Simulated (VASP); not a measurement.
# Na (P6/mmm) in VASP: a series of runs

Na is run at these levels: PBE; tasks: single point.

Program: VASP 6.6.1. These are calculated values, not measurements. Logs are shortened: lines on timing, memory, paths and dates and some standing lists are left out, and cuts for length are marked.

## 1. The cell of the first run

It takes space group P6/mmm (No. 191, hexagonal). Conventional cell: a = 3.136 Å, b = 3.136 Å, c = 2.934 Å, α = 90.00°, β = 90.00°, γ = 120.00°. Within 3.9 Å of Na (site symmetry 6/mmm) lie 8 Na at 2.93 to 3.14 Å.

## 2. Single point, PBE

Contents of INCAR:

```
PREC     = Accurate       # precision mode
ENCUT    = 520            # plane-wave cutoff, eV
EDIFF    = 1E-6           # SCF threshold, eV
ISMEAR   = -1             # smearing method
SIGMA    = 0.08           # smearing width, eV
LREAL    = F              # projectors in reciprocal space
LASPH    = T              # aspherical terms in the spheres
NELM     = 80             # most SCF steps
ALGO     = Normal         # electronic algorithm
ISIF     = 2              # what is computed and relaxed
LWAVE    = F              # write WAVECAR
LCHARG   = F              # write CHGCAR
GGA      = PE             # functional
NBANDS   = 10             # bands
```

Contents of KPOINTS:

```
Automatic mesh
0
Gamma
  13 13 12
```

Contents of POSCAR:

```
Na
1.0
    3.1362732506      0.0000000000      0.0000000000
   -1.5681366253      2.7160923082      0.0000000000
    0.0000000000      0.0000000000      2.9336900768
Na
1
Direct
    0.0000000000      0.0000000000      0.0000000000
```

Potentials or basis: VASP PAW PBE potentials, release 64 (Na_pv).

On the command line:

```
$ cat potpaw_PBE.64/Na_pv/POTCAR > POTCAR
$ mpirun -np 1 vasp_std > vasp.out
```

OUTCAR:

```text
PREC = Accurate
   ENCUT = 520
   EDIFF = 1E-6
   ISMEAR = -1
   LREAL = F
   LASPH = T
   NELM = 80
   ISIF = 2
   GGA = PE

 ion  position               nearest neighbor table
   1  0.000  0.000  0.000-

  LATTYP: Found a hexagonal cell.
 ALAT       =     3.1362732506
 C/A-ratio  =     0.9354064019

  Lattice vectors:

 A1 = (   3.1362732506,   0.0000000000,   0.0000000000)
 A2 = (  -1.5681366253,   2.7160923082,   0.0000000000)
 A3 = (   0.0000000000,   0.0000000000,   2.9336900768)

Analysis of symmetry for initial positions (statically):
=====================================================================
 Subroutine PRICEL returns:
 Original cell was already a primitive cell.

 Routine SETGRP: Setting up the symmetry group for a
 hexagonal supercell.

 Subroutine GETGRP returns: Found 24 space group operations
 (whereof 24 operations were pure point group operations)
 out of a pool of 24 trial point group operations.

The static configuration has the point symmetry D_6h.

Analysis of symmetry for dynamics (positions and initial velocities):
=====================================================================
 Subroutine PRICEL returns:
 Original cell was already a primitive cell.

 Routine SETGRP: Setting up the symmetry group for a
 hexagonal supercell.

 Subroutine GETGRP returns: Found 24 space group operations
 (whereof 24 operations were pure point group operations)
 out of a pool of 24 trial point group operations.

The dynamic configuration has the point symmetry D_6h.

 Subroutine INISYM returns: Found 24 space group operations
 (whereof 24 operations are pure point group operations),
 and found     1 'primitive' translations

----------------------------------------------------------------------------------------

                                     Primitive cell

  volume of cell :      24.9904

  direct lattice vectors                    reciprocal lattice vectors
     3.136273251  0.000000000  0.000000000     0.318849769  0.184088000  0.000000000
    -1.568136625  2.716092308  0.000000000     0.000000000  0.368175999  0.000000000
     0.000000000  0.000000000  2.933690077     0.000000000  0.000000000  0.340867636

  length of vectors
     3.136273251  3.136273251  2.933690077     0.368175999  0.368175999  0.340867636

  position of ions in fractional coordinates (direct lattice)
     0.000000000  0.000000000  0.000000000

  ion indices of the primitive-cell ions
   primitive index   ion index
                 1           1

----------------------------------------------------------------------------------------

 KPOINTS: Automatic mesh

Automatic generation of k-mesh.
 Grid dimensions read from file:
 generate k-points for:   13   13   12

 Generating k-lattice:

  Cartesian coordinates                     Fractional coordinates (reciprocal lattice)
     0.024526905  0.014160615  0.000000000     0.076923077  0.000000000  0.000000000
     0.000000000  0.028321231  0.000000000     0.000000000  0.076923077  0.000000000
     0.000000000  0.000000000  0.028405636     0.000000000  0.000000000  0.083333333

  Length of vectors
     0.028321231  0.028321231  0.028405636

  Shift w.r.t. Gamma in fractional coordinates (k-lattice)
     0.000000000  0.000000000  0.000000000

 Subroutine IBZKPT returns following result:
 ===========================================

 Found    147 irreducible k-points:

 Following reciprocal coordinates:
            Coordinates               Weight
  0.000000  0.000000  0.000000      1.000000
  0.076923  0.000000  0.000000      6.000000
  0.153846 -0.000000  0.000000      6.000000
  0.230769 -0.000000  0.000000      6.000000
  0.307692 -0.000000  0.000000      6.000000
  0.384615  0.000000  0.000000      6.000000
[... 16 lines left out ...]
  0.076923  0.000000  0.083333     12.000000
  0.153846 -0.000000  0.083333     12.000000
 [... further k-points ...]
   k-points           NKPTS =    147   k-points in BZ     NKDIM =    147   number of bands    NBANDS=     10
   number of dos      NEDOS =    301   number of ions     NIONS =      1
   total plane-waves  NPLWV =  13824
   dimension x,y,z NGX =    24 NGY =   24 NGZ =   24
   dimension x,y,z NGXF=    48 NGYF=   48 NGZF=   48
   ions per type =               1
   NGX,Y,Z   is equivalent  to a cutoff of  12.72, 12.72, 13.60 a.u.
   NGXF,Y,Z  is equivalent  to a cutoff of  25.44, 25.44, 27.20 a.u.
 SYSTEM =  unknown system
   PREC   = accura    normal or accurate (medium, high low for compatibility)
   ISTART =      0    job   : 0-new  1-cont  2-samecut
   ICHARG =      2    charge: 1-file 2-atom 10-const
   ISPIN  =      1    spin polarized calculation?
   LNONCOLLINEAR =      F non collinear calculations
   LSORBIT =      F    spin-orbit coupling
   LASPH  =      T    aspherical Exc in radial PAW
   ENCUT  =  520.0 eV  38.22 Ry    6.18 a.u.   5.83  5.83  5.45*2*pi/ulx,y,z
   NELM   =     80;   NELMIN=  2; NELMDL= -5     # of ELM steps
   EDIFF  = 0.1E-05   stopping-criterion for ELM
   LREAL  =      F    real-space projection
   EDIFFG = 0.1E-04   stopping-criterion for IOM
   NSW    =      0    number of steps for IOM
   IBRION =     -1    ionic relax: 0-MD 1-quasi-New 2-CG
   NFREE  =      0    steps in history (QN), initial steepest desc. (CG)
   ISIF   =      2    stress and relaxation
   ISYM   =      2    0-nonsym 1-usesym 2-fastsym
   POTIM  = 0.5000    time-step for ionic-motion
   TEBEG  =    0.0;   TEEND  =   0.0 temperature during run
   PSTRESS=    0.0 pullay stress
   NELECT =       7.0000    total number of electrons
   NUPDOWN=      -1.0000    fix difference up-down
   EMIN   =  10.00;   EMAX   =-10.00  energy-range for DOS
   EFERMI =   0.00;   METHOD = LEGACY
   ISMEAR =    -1;   SIGMA  =   0.08  broadening in eV -4-tet -1-fermi 0-gaus
   EFERMI_NEDOS =   21; number of points for ismear=-14 and -15
   IALGO  =     38    algorithm
   IMIX   =      4    mixing-type and parameters
     AMIX     =   0.40;   BMIX     =  1.00
     AMIX_MAG =   1.60;   BMIX_MAG =  1.00
  volume/ion in A,a.u.               =      24.99       168.64
  Fermi-wavevector in a.u.,A,eV,Ry     =   1.071149  2.024178 15.610788  1.147361
  Thomas-Fermi vector in A             =   2.206881
   LORBIT       =      0    0 simple, 1 ext, 2 COOP (PROOUT), +10 PAW based schemes
   GGA     = PE    functional components
   LHFCALC =     F    Hartree Fock is set to
   AEXX    =    0.0000 exact exchange contribution
   IVDW    =     0    specifies the selected vdW correction
   LEPSILON=     F    determine dielectric tensor
   LRPA    =     F    only Hartree local field effects (RPA)
 non-spin polarized calculation
  energy-cutoff  :      520.00
  volume of cell :       24.99
 maximum number of plane-waves:       689
 NGX is ok and might be reduce to    24

 number of electron       7.0000016 magnetization

 Free energy of the ion-electron system (eV)
  ---------------------------------------------------
  ext. energy  EPLUGINS =         0.00000000
  ---------------------------------------------------
  free energy    TOTEN  =        -1.05499415 eV

  energy without entropy =       -1.04692517  energy(sigma->0) =       -1.05095966

 E-fermi :   1.8220     XC(G=0):  -7.6311

 val. band max:        1.7769397440   @ k =   0.2308   0.1538   0.3333
 cond. band min:       1.8293742703   @ k =   0.4615  -0.0000   0.0000
 fundamental gap:      0.0524345263
 Fermi energy:         1.8219778293

 k-point     1 :       0.0000    0.0000    0.0000
  band No.  band energies     occupation
      1     -23.1195      2.00000
      2     -23.1195      2.00000
      3     -23.1061      2.00000
      4      -2.4395      2.00000
      5      12.4565      0.00000
      6      14.6679      0.00000
      7      15.2605      0.00000
      8      15.2605      0.00000
      9      16.7071      0.00000
     10      17.9821      0.00000

 k-point     2 :       0.0769    0.0000    0.0000
  band No.  band energies     occupation
      1     -23.1286      2.00000
      2     -23.1215      2.00000
      3     -23.1051      2.00000
      4      -2.3120      2.00000
      5      12.3946      0.00000
      6      13.5609      0.00000
      7      14.7515      0.00000
      8      14.8760      0.00000
      9      17.3430      0.00000
     10      18.5700      0.00000

 k-point     3 :       0.1538   -0.0000    0.0000
  band No.  band energies     occupation
      1     -23.1538      2.00000
      2     -23.1270      2.00000
      3     -23.1025      2.00000
      4      -1.9324      2.00000
      5      11.0685      0.00000
      6      12.5998      0.00000
      7      14.1799      0.00000
      8      15.0023      0.00000
      9      16.9131      0.00000
     10      19.8739      0.00000

 k-point     4 :       0.2308   -0.0000    0.0000
  band No.  band energies     occupation
      1     -23.1889      2.00000
      2     -23.1348      2.00000
      3     -23.0988      2.00000
      4      -1.3093      2.00000
      5       8.9558      0.00000
      6      12.4087      0.00000
      7      13.5336      0.00000
      8      15.4187      0.00000
      9      16.7940      0.00000
     10      21.5240      0.00000
[... 222 lines left out ...]
 k-point    22 :       0.0000    0.0000    0.0833
  band No.  band energies     occupation
      1     -23.1191      2.00000
      2     -23.1184      2.00000
      3     -23.1184      2.00000
      4      -2.3112      2.00000
      5      11.0894      0.00000
      6      15.3753      0.00000
      7      15.3753      0.00000
      8      15.9610      0.00000
      9      16.8269      0.00000
     10      18.0275      0.00000

 k-point    23 :       0.0769    0.0000    0.0833
  band No.  band energies     occupation
      1     -23.1276      2.00000
      2     -23.1204      2.00000
      3     -23.1180      2.00000
      4      -2.1842      2.00000
      5      11.1438      0.00000
      6      13.6240      0.00000
      7      14.9831      0.00000
      8      15.7266      0.00000
      9      17.6794      0.00000
     10      18.6183      0.00000

 k-point    24 :       0.1538   -0.0000    0.0833
  band No.  band energies     occupation
      1     -23.1525      2.00000
      2     -23.1259      2.00000
      3     -23.1152      2.00000
      4      -1.8062      2.00000
      5      10.9500      0.00000
      6      11.7507      0.00000
      7      14.2790      0.00000
      8      15.1772      0.00000
      9      17.9497      0.00000
     10      19.9128      0.00000

 [... further k-points ...]
[... 5 lines left out ...]
  --------------------------------------------------------------------------------------
  -------------------------------------------------------------------------------------
  Total        1.0273806      1.0273806      0.9737424     -0.0000000     -0.0000000      0.0000000
  in kB       65.8672126     65.8672126     62.4283718     -0.0000000     -0.0000000      0.0000000
  external PRESSURE =      64.7209323 kB  Pullay stress =       0.0000000 kB

 VOLUME and BASIS-vectors are now :
 -----------------------------------------------------------------------------
  energy-cutoff  :      520.00
  volume of cell :       24.99
      direct lattice vectors                 reciprocal lattice vectors
     3.136273251  0.000000000  0.000000000     0.318849769  0.184088000  0.000000000
    -1.568136625  2.716092308  0.000000000     0.000000000  0.368175999  0.000000000
     0.000000000  0.000000000  2.933690077     0.000000000  0.000000000  0.340867636

 POSITION                                       TOTAL-FORCE (eV/Angst)
 -----------------------------------------------------------------------------------
      0.00000      0.00000      0.00000         0.000000      0.000000      0.000000
 -----------------------------------------------------------------------------------
    total drift:                                0.000000     -0.000000      0.000000

  FREE ENERGIE OF THE ION-ELECTRON SYSTEM (eV)
  ---------------------------------------------------
  free  energy   TOTEN  =        -1.0549941467 eV

  energy  without entropy=       -1.0469251698  energy(sigma->0) =       -1.05095966
```

Run time: 14 s. Hardware: 1 thread of Intel Xeon Platinum 8375C at 2.90GHz (Ice Lake), shared host; peak memory 0.15 GiB.

What came out:

| Property | Result |
| --- | --- |
| Free energy | -1.0550 eV |
| Pressure | 6.5 GPa |

Stress tensor (GPa, compression positive):
```
6.59 0.00 0.00
0.00 6.59 0.00
0.00 0.00 6.24
```

## 3. Single point, PBE

Contents of INCAR:

```
SYSTEM = Na
PREC = Accurate
ENCUT = 520
EDIFF = 1E-6
ISMEAR = -1
SIGMA = 0.08
LREAL = .FALSE.
LASPH = .TRUE.
NELM = 100
ALGO = Normal
ISIF = 2
LWAVE = .FALSE.
LCHARG = .FALSE.
GGA = PE
NBANDS = 10
```

Contents of KPOINTS:

```
Automatic mesh
0
G
  13 13 12
  0 0 0
```

POSCAR is that of step 2.

Potentials or basis: VASP PAW PBE potentials, release 64 (Na_pv).

On the command line:

```
$ cat potpaw_PBE.64/Na_pv/POTCAR > POTCAR
$ mpirun -np 1 vasp_std > vasp.out
```

Run time: 11 s. Hardware: 1 thread of Intel Xeon Platinum 8375C at 2.90GHz (Ice Lake), shared host; peak memory 0.15 GiB.

Results (log left out):

```yaml
Free_energy: -1.0550 eV
Pressure: 6.5 GPa
```

Stress tensor (GPa, compression positive):
```
6.59 0.00 0.00
0.00 6.59 0.00
0.00 0.00 6.24
```

Levels at points of the mesh, in eV from the Fermi level:
```tsv
k point	band 1	band 2	band 3	band 4	band 5	band 6	band 7	band 8
(0.00, 0.00, 0.00)	-24.94	-24.94	-24.93	-4.26	10.63	12.85	13.44	13.44
(0.00, 0.00, 0.50)	-25.12	-24.92	-24.92	-0.21	0.53	16.55	16.55	17.11
```
